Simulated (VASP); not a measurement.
Here is a VASP 6.6.1 calculation.

File POSCAR:

```
MgO
1.0
    0.0000000000      2.1012538233      2.1012538233
    2.1012538233      0.0000000000      2.1012538233
    2.1012538233      2.1012538233      0.0000000000
Mg O
1 1
Direct
    0.0000000000      0.0000000000      0.0000000000
    0.5000000000      0.5000000000      0.5000000000
```

File INCAR.step1:

```
SYSTEM = MgO
PREC = Accurate ; ENCUT = 520
EDIFF = 1E-5 ; ISMEAR = -1
SIGMA = 0.15 ; LREAL = .False.
LASPH = .True. ; NELM = 100
ALGO = Normal ; ISIF = 2
LWAVE = .True. ; NBANDS = 11
GGA = PE
```

The input INCAR.step2:

```
SYSTEM = MgO
PREC = Accurate ; ENCUT = 520
EDIFF = 1E-6 ; ISMEAR = -1
SIGMA = 0.15 ; LREAL = .False.
LASPH = .True. ; NELM = 100
ALGO = Normal ; ISIF = 2
LWAVE = .False. ; LCHARG = .True.
GGA = PE ; LHFCALC = .True.
AEXX = 0.25 ; HFSCREEN = 0.3
PRECFOCK = Normal ; LELF = .True.
LVHAR = .True. ; NBANDS = 11
ISTART = 1
```

Contents of KPOINTS:

```
Automatic mesh
0
Gamma
  6 6 6
  0 0 0
```

Potentials or basis: VASP PAW PBE potentials, release 64 (Mg, O).

Launch:

```console
$ cat potpaw_PBE.64/Mg/POTCAR potpaw_PBE.64/O/POTCAR > POTCAR
$ cp INCAR.step1 INCAR
$ mpirun -np 1 vasp_std > vasp.out
$ cp INCAR.step2 INCAR
$ mpirun -np 1 vasp_std > vasp.out
```

**Question.** Predict the band gap on the k mesh.

**Answer.** 6.26 eV, direct.

**Question.** Estimate the pressure.

**Answer.** -0.2 GPa.

Caveat: the k points lie up to 0.43 Å⁻¹ apart; the PAW data sets were made with another functional, which shifts forces and pressure a little.
